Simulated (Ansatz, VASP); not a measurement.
# One calculation of BeS, two programs

```
S Be
1.0
     0.00000    2.61225    2.61225
     2.61225    0.00000    2.61225
     2.61225    2.61225    0.00000
S Be
1 1
Direct
  0.25000 0.25000 0.25000
  0.00000 0.00000 0.00000
```

Alike in both runs: functional LDA; k mesh 9 × 9 × 9; occupations methfessel-paxton of order 1, width 0.005 eV; no spin polarisation.

|  | VASP | Ansatz |
| --- | --- | --- |
| version | VASP 6.6.1 | Ansatz 0.2.0 |
| potentials or method | VASP PAW LDA potentials, release 64 (S, Be), cutoff 600 eV | all-electron PAW datasets made for the crystal |
| task | single point | electrostatic potential |

VASP gave:

| Quantity | Value |
| --- | --- |
| gap on the k mesh at the Fermi level (eV) | 3.34 |
| least direct gap on the mesh (eV) | 3.97 |
| pressure (GPa) | -16.0 |

Problem. Estimate Ansatz's values.

Solution. gap on the k mesh at the Fermi level (eV): 3.34; least direct gap on the mesh (eV): 3.95; pressure (GPa): -16.1.

LDA's correlation is that of Perdew and Zunger in VASP and of Perdew and Wang (1992) in Ansatz. Ansatz ran all-electron here, and VASP with PAW potentials.
